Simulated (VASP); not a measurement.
# ZnS (P1) in VASP: notebook

ZnS is run at these levels: PBE; tasks: single point.

Program: VASP 6.6.1. These are calculated values, not measurements. Logs are shortened: lines on timing, memory, paths and dates and some standing lists are left out, and cuts for length are marked.

### Step 1. The cell of the first run

The typed cell holds 16 atoms: a = 7.897 Å, b = 7.897 Å, c = 7.897 Å, α = 60.00°, β = 60.00°, γ = 60.00°.

### Step 2. Single point, PBE

INCAR reads:

```
SYSTEM = ZnS
PREC = Accurate
ENCUT = 400
EDIFF = 1E-6
ISMEAR = -1
SIGMA = 0.2241
LREAL = Auto
LASPH = .True.
NELM = 120
ALGO = Normal
ISIF = 2
LWAVE = .False.
LCHARG = .True.
GGA = PE
LELF = .True.
LVHAR = .True.
NBANDS = 86
GGA_COMPAT = .False.
ISYM = -1
```

KPOINTS reads:

```
explicit points
4
Reciprocal
  0.25000000   0.25000000   0.25000000 2
  0.25000000   0.25000000   0.75000000 2
  0.25000000   0.75000000   0.25000000 2
  0.25000000   0.75000000   0.75000000 2
```

POSCAR reads:

```
ZnS
1.0
   -5.5839128285      5.5839128285      0.0000000000
   -5.5839128285      0.0000000000      5.5839128285
    0.0000000000      5.5839128285      5.5839128285
Zn S
8 8
Direct
    0.0283455356     -0.0097023363     -0.0390129658
    0.5323067518      0.0090039908      0.0359340316
    0.0192049022      0.5266940209     -0.0335527265
   -0.0296887693     -0.0393859121      0.5332184781
    0.5287573590      0.5132116292     -0.0356298542
    0.4313278294      0.0290140633      0.4914967487
    0.0410214140      0.4923475857      0.4744115966
    0.4936049478      0.4701040436      0.5070281516
    0.6353407743      0.6175670369      0.1444527386
    0.1816004352      0.6112599005      0.0923621152
    0.6952284391      0.1658158049      0.0930397762
    0.6370274947      0.6392571141      0.6046072179
    0.1713769590      0.0887033905      0.1172049099
    0.1315077836      0.6245358957      0.6287650090
    0.6169185669      0.1210610768      0.6223203346
    0.0745779909      0.1599691878      0.6134112593
```

Potentials or basis: VASP PAW PBE potentials, release 64 (Zn, S).

On the command line:

```
$ cat potpaw_PBE.64/Zn/POTCAR potpaw_PBE.64/S/POTCAR > POTCAR
$ mpirun -np 1 vasp_std > vasp.out
```

OUTCAR:

```text
SYSTEM = ZnS
   PREC = Accurate
   ENCUT = 400
   EDIFF = 1E-6
   ISMEAR = -1
   LREAL = Auto
   LASPH = .True.
   NELM = 120
   ISIF = 2
   GGA = PE
   ISYM = -1

 ion  position               nearest neighbor table
   1  0.028  0.990  0.961-  11 2.23  16 2.30  10 2.46  13 2.58
   2  0.532  0.009  0.036-  13 2.39  11 2.47   9 2.55  15 2.72
   3  0.019  0.527  0.966-  14 2.18  10 2.42   9 2.50  13 2.83
   4  0.970  0.961  0.533-  14 2.19  15 2.30  16 2.52  13 2.72
   5  0.529  0.513  0.964-  10 2.24  11 2.29  12 2.32   9 2.54
   6  0.431  0.029  0.491-  16 2.30  12 2.57  15 2.66  11 2.78
[... 8 lines left out ...]
  15  0.617  0.121  0.622-   8 2.25   4 2.30   6 2.66   2 2.72
  16  0.075  0.160  0.613-   7 2.21   1 2.30   6 2.30   4 2.52

IMPORTANT INFORMATION: All symmetrisations will be switched off!
NOSYMM: (Re-)initialisation of all symmetry stuff for point group C_1.

----------------------------------------------------------------------------------------

                                     Primitive cell

  volume of cell :     348.2137

  direct lattice vectors                    reciprocal lattice vectors
    -5.583912828  5.583912828  0.000000000    -0.089542945  0.089542945 -0.089542945
    -5.583912828  0.000000000  5.583912828    -0.089542945 -0.089542945  0.089542945
     0.000000000  5.583912828  5.583912828     0.089542945  0.089542945  0.089542945

  length of vectors
     7.896845253  7.896845253  7.896845253     0.155092930  0.155092930  0.155092930

  position of ions in fractional coordinates (direct lattice)
     0.028345536  0.990297664  0.960987034
     0.532306752  0.009003991  0.035934032
     0.019204902  0.526694021  0.966447274
     0.970311231  0.960614088  0.533218478
     0.528757359  0.513211629  0.964370146
     0.431327829  0.029014063  0.491496749
[... 8 lines left out ...]
     0.616918567  0.121061077  0.622320335
     0.074577991  0.159969188  0.613411259

  ion indices of the primitive-cell ions
   primitive index   ion index
                 1           1
                 2           2
                 3           3
                 4           4
                 5           5
                 6           6
[... 8 lines left out ...]
                15          15
                16          16

----------------------------------------------------------------------------------------

 KPOINTS: explicit points

Read explicit list of k-points.

 Found      4 k-points:

 Following reciprocal coordinates:
            Coordinates               Weight
  0.250000  0.250000  0.250000      0.250000
  0.250000  0.250000  0.750000      0.250000
  0.250000  0.750000  0.250000      0.250000
  0.250000  0.750000  0.750000      0.250000
   k-points           NKPTS =      4   k-points in BZ     NKDIM =      4   number of bands    NBANDS=     86
   number of dos      NEDOS =    301   number of ions     NIONS =     16
   total plane-waves  NPLWV = 157464
   dimension x,y,z NGX =    54 NGY =   54 NGZ =   54
   dimension x,y,z NGXF=   108 NGYF=  108 NGZF=  108
   ions per type =               8   8
   NGX,Y,Z   is equivalent  to a cutoff of  11.37, 11.37, 11.37 a.u.
   NGXF,Y,Z  is equivalent  to a cutoff of  22.74, 22.74, 22.74 a.u.
 SYSTEM =  ZnS
   PREC   = accura    normal or accurate (medium, high low for compatibility)
   ISTART =      0    job   : 0-new  1-cont  2-samecut
   ICHARG =      2    charge: 1-file 2-atom 10-const
   ISPIN  =      1    spin polarized calculation?
   LNONCOLLINEAR =      F non collinear calculations
   LSORBIT =      F    spin-orbit coupling
   LASPH  =      T    aspherical Exc in radial PAW
   ENCUT  =  400.0 eV  29.40 Ry    5.42 a.u.  12.88 12.88 12.88*2*pi/ulx,y,z
   NELM   =    120;   NELMIN=  2; NELMDL= -5     # of ELM steps
   EDIFF  = 0.1E-05   stopping-criterion for ELM
   LREAL  =      T    real-space projection
   EDIFFG = 0.1E-04   stopping-criterion for IOM
   NSW    =      0    number of steps for IOM
   IBRION =     -1    ionic relax: 0-MD 1-quasi-New 2-CG
   NFREE  =      0    steps in history (QN), initial steepest desc. (CG)
   ISIF   =      2    stress and relaxation
   ISYM   =     -1    0-nonsym 1-usesym 2-fastsym
   POTIM  = 0.5000    time-step for ionic-motion
   TEBEG  =    0.0;   TEEND  =   0.0 temperature during run
   PSTRESS=    0.0 pullay stress
   NELECT =     144.0000    total number of electrons
   NUPDOWN=      -1.0000    fix difference up-down
   EMIN   =  10.00;   EMAX   =-10.00  energy-range for DOS
   EFERMI =   0.00;   METHOD = LEGACY
   ISMEAR =    -1;   SIGMA  =   0.22  broadening in eV -4-tet -1-fermi 0-gaus
   EFERMI_NEDOS =   21; number of points for ismear=-14 and -15
   IALGO  =     38    algorithm
   IMIX   =      4    mixing-type and parameters
     AMIX     =   0.40;   BMIX     =  1.00
     AMIX_MAG =   1.60;   BMIX_MAG =  1.00
  volume/ion in A,a.u.               =      21.76       146.87
  Fermi-wavevector in a.u.,A,eV,Ry     =   1.219683  2.304867 20.240395  1.487627
  Thomas-Fermi vector in A             =   2.354927
   LORBIT       =      0    0 simple, 1 ext, 2 COOP (PROOUT), +10 PAW based schemes
   GGA     = PE    functional components
   LHFCALC =     F    Hartree Fock is set to
   AEXX    =    0.0000 exact exchange contribution
   IVDW    =     0    specifies the selected vdW correction
   LEPSILON=     F    determine dielectric tensor
   LRPA    =     F    only Hartree local field effects (RPA)
 non-spin polarized calculation
  energy-cutoff  :      400.00
  volume of cell :      348.21
 maximum number of plane-waves:      6325
 NGX is ok and might be reduce to    54
   NGX = 25   NGY = 25   NGZ = 25

 number of electron     143.9999986 magnetization

 Free energy of the ion-electron system (eV)
  ---------------------------------------------------
  ext. energy  EPLUGINS =         0.00000000
  ---------------------------------------------------
  free energy    TOTEN  =       -51.43396512 eV

  energy without entropy =      -51.39246117  energy(sigma->0) =      -51.41321315

 E-fermi :   2.5485     XC(G=0):  -9.2066

 val. band max:        1.4817986930   @ k =   0.2500   0.2500   0.2500
 cond. band min:       3.3598912041   @ k =   0.2500   0.2500   0.2500
 fundamental gap:      1.8780925112
 Fermi energy:         2.5484940719

 k-point     1 :       0.2500    0.2500    0.2500
  band No.  band energies     occupation
      1     -11.7729      2.00000
      2     -11.4675      2.00000
      3     -10.9106      2.00000
      4     -10.5961      2.00000
      5     -10.3244      2.00000
      6      -9.9848      2.00000
[... 76 lines left out ...]
     83       6.1088      0.00000
     84       6.9713      0.00000

 k-point     2 :       0.2500    0.2500    0.7500
  band No.  band energies     occupation
      1     -11.7247      2.00000
      2     -11.4433      2.00000
      3     -10.9773      2.00000
      4     -10.5873      2.00000
      5     -10.2986      2.00000
      6     -10.0850      2.00000
[... 76 lines left out ...]
     83       6.6431      0.00000
     84       6.9219      0.00000

 k-point     3 :       0.2500    0.7500    0.2500
  band No.  band energies     occupation
      1     -11.7131      2.00000
      2     -11.4668      2.00000
      3     -10.8935      2.00000
      4     -10.6633      2.00000
      5     -10.3449      2.00000
      6     -10.0420      2.00000
[... 76 lines left out ...]
     83       6.6364      0.00000
     84       6.8459      0.00000

 k-point     4 :       0.2500    0.7500    0.7500
  band No.  band energies     occupation
      1     -11.7190      2.00000
      2     -11.4488      2.00000
      3     -10.8841      2.00000
      4     -10.6990      2.00000
      5     -10.3572      2.00000
      6     -10.0013      2.00000
[... 76 lines left out ...]
     83       6.6537      0.00000
     84       6.9516      0.00000
 [bands above 84 left out]

------------------------ aborting loop because EDIFF is reached ----------------------------------------

  FORCE on cell =-STRESS in cart. coord.  units (eV):
  Direction    XX          YY          ZZ          XY          YZ          ZX
  --------------------------------------------------------------------------------------
  -------------------------------------------------------------------------------------
  Total       -7.7047949     -7.0081743     -4.9719119      3.9410853     -2.3714826      2.0201884
  in kB      -35.4507789    -32.2455355    -22.8764230     18.1334537    -10.9115044      9.2951536
  external PRESSURE =     -30.1909124 kB  Pullay stress =       0.0000000 kB

 VOLUME and BASIS-vectors are now :
 -----------------------------------------------------------------------------
  energy-cutoff  :      400.00
  volume of cell :      348.21
      direct lattice vectors                 reciprocal lattice vectors
    -5.583912828  5.583912828  0.000000000    -0.089542945  0.089542945 -0.089542945
    -5.583912828  0.000000000  5.583912828    -0.089542945 -0.089542945  0.089542945
     0.000000000  5.583912828  5.583912828     0.089542945  0.089542945  0.089542945

 POSITION                                       TOTAL-FORCE (eV/Angst)
 -----------------------------------------------------------------------------------
     -5.68801      5.52435     10.89580        -0.488181      1.601934      0.221050
     -3.02263      3.17301      0.25093         0.384460     -0.439064     -0.322646
     -3.04825      5.50380      8.33757         1.772462      1.355330      0.752114
    -10.78212      8.39558      8.34143        -1.476905     -1.450832      0.160320
     -5.81826      8.33749      8.25069        -1.068721      0.324546      0.014899
     -2.57051      5.15297      2.90649        -0.616759      1.388091     -0.652710
[... 8 lines left out ...]
     -4.12081      6.91980      4.15098         0.844465      0.276056      0.009352
     -1.30969      3.84167      4.31849         0.276548      0.636950     -1.498366
 -----------------------------------------------------------------------------------
    total drift:                               -0.000681     -0.001662     -0.004065

  FREE ENERGIE OF THE ION-ELECTRON SYSTEM (eV)
  ---------------------------------------------------
  free  energy   TOTEN  =       -51.4339651192 eV

  energy  without entropy=      -51.3924611709  energy(sigma->0) =      -51.41321315
```

It took 7.7 min on 1 thread of Intel Xeon 8259CL, shared host; peak memory 0.39 GiB.

Results:

```
Free energy            : -51.4340 eV
Pressure               : -3.0 GPa
Largest force          : 2.564 eV/Å
Band gap on the k mesh : 1.88 eV
```

Forces on the atoms (eV/Å):
```
Zn  -0.488  1.602  0.221
Zn   0.384 -0.439 -0.323
Zn   1.772  1.355  0.752
Zn  -1.477 -1.451  0.160
Zn  -1.069  0.325  0.015
Zn  -0.617  1.388 -0.653
Zn  -0.504 -1.241  0.963
Zn  -1.280  0.445  0.212
S   -1.026 -0.288 -0.401
S    0.916 -0.837  1.050
S    2.511 -0.435  0.283
S   -0.246 -0.726 -0.104
S   -0.111 -0.314  0.757
S    0.113 -0.297 -1.444
S    0.844  0.276  0.009
S    0.277  0.637 -1.498
```

Stress tensor (GPa, compression positive):
```
-3.55  1.81  0.93
 1.81 -3.22 -1.09
 0.93 -1.09 -2.29
```

Caveat: the cell stands under tension; the atoms stand as in a frame of molecular dynamics; a shifted mesh leaves out Γ, where band edges can lie; forces of over 1 eV/Å act on the atoms, so gaps and moduli don't describe the material at rest.

### Step 3. Single point, PBE

INCAR reads:

```
SYSTEM = ZnS
PREC     = Accurate       ! precision mode
ENCUT    = 400            ! plane-wave cutoff, eV
EDIFF    = 1E-6           ! SCF threshold, eV
ISMEAR   = -1             ! smearing method
SIGMA    = 0.2241         ! smearing width, eV
LREAL    = Auto         
LASPH    = .TRUE.         ! aspherical terms in the spheres
NELM     = 120            ! most SCF steps
ALGO     = Normal         ! electronic algorithm
ISIF     = 2              ! what is computed and relaxed
LWAVE    = .FALSE.        ! write WAVECAR
LCHARG   = .FALSE.        ! write CHGCAR
GGA      = PE             ! functional
NBANDS   = 86             ! bands
GGA_COMPAT= .FALSE.      
ISYM     = -1
```

KPOINTS is that of step 2.

POSCAR reads:

```
ZnS
1.0
   -5.5839128285      5.5839128285      0.0000000000
   -5.5839128285      0.0000000000      5.5839128285
    0.0000000000      5.5839128285      5.5839128285
Zn S
8 8
Direct
    0.0470334169      0.0038808808     -0.0315840353
    0.5356733874      0.0203675278      0.0403728545
    0.0550310346      0.4761130021      0.0027927549
   -0.0547004420      0.0276994833      0.5021483297
    0.5710243154      0.5370882555     -0.0758813780
    0.4789378133      0.0289245203      0.4882706954
    0.0323532092      0.5720339121      0.4127882313
    0.5311877336      0.4867919832      0.4655960936
    0.6763212672      0.6345326492      0.0726691144
    0.1840383315      0.6486558998      0.0529266858
    0.6547344331      0.1418179374      0.1586473549
    0.6803025256      0.5949849330      0.5656637374
    0.1869799963      0.1621117714      0.0285919578
    0.1169937676      0.6501374773      0.5900446696
    0.5759139870      0.0920138827      0.6976775282
    0.1240427674      0.1541277642      0.5732904682
```

Potentials or basis: VASP PAW PBE potentials, release 64 (Zn, S).

On the command line:

```
$ cat potpaw_PBE.64/Zn/POTCAR potpaw_PBE.64/S/POTCAR > POTCAR
$ mpirun -np 1 vasp_std > vasp.out
```

Wall time 7.7 min (1 thread of Intel Xeon 8259CL, shared host); peak memory 0.39 GiB.

The run converged. Its results:

| Item | Value |
| --- | --- |
| Free energy | -50.8803 eV |
| Pressure | -2.9 GPa |
| Largest force | 3.086 eV/Å |
| Band gap on the k mesh | 1.81 eV |

Forces on the atoms (eV/Å):
```
Zn  -0.402 -0.791  0.115
Zn   0.418 -0.050 -0.361
Zn  -0.760 -1.758  1.178
Zn   0.118  0.704 -0.116
Zn   0.374 -0.172 -0.265
Zn   0.969  0.775  0.453
Zn   0.726  0.333 -0.375
Zn   0.470 -0.473  0.059
S    0.257  1.049  1.046
S    0.093  0.290 -0.012
S   -1.092 -0.932 -1.497
S   -0.125 -0.199  1.155
S    2.068  1.479 -0.154
S   -1.023  0.519 -0.033
S   -2.520 -0.946 -1.509
S    0.430  0.171  0.318
```

Stress tensor (GPa, compression positive):
```
-3.19  0.49 -0.11
 0.49 -3.48 -0.38
-0.11 -0.38 -2.03
```

Levels at points of the mesh, in eV from the valence-band top:
| k point | band 69 | band 70 | band 71 | band 72 | band 73 | band 74 | band 75 | band 76 |
| --- | --- | --- | --- | --- | --- | --- | --- | --- |
| (0.25, 0.25, 0.25) | -0.84 | -0.68 | -0.36 | 0.00 | 1.81 | 2.34 | 2.77 | 3.06 |

Caveat: the atoms stand as in a frame of molecular dynamics; a shifted mesh leaves out Γ, where band edges can lie; forces of over 1 eV/Å act on the atoms, so gaps and moduli don't describe the material at rest.

[end of part 1 of 2]
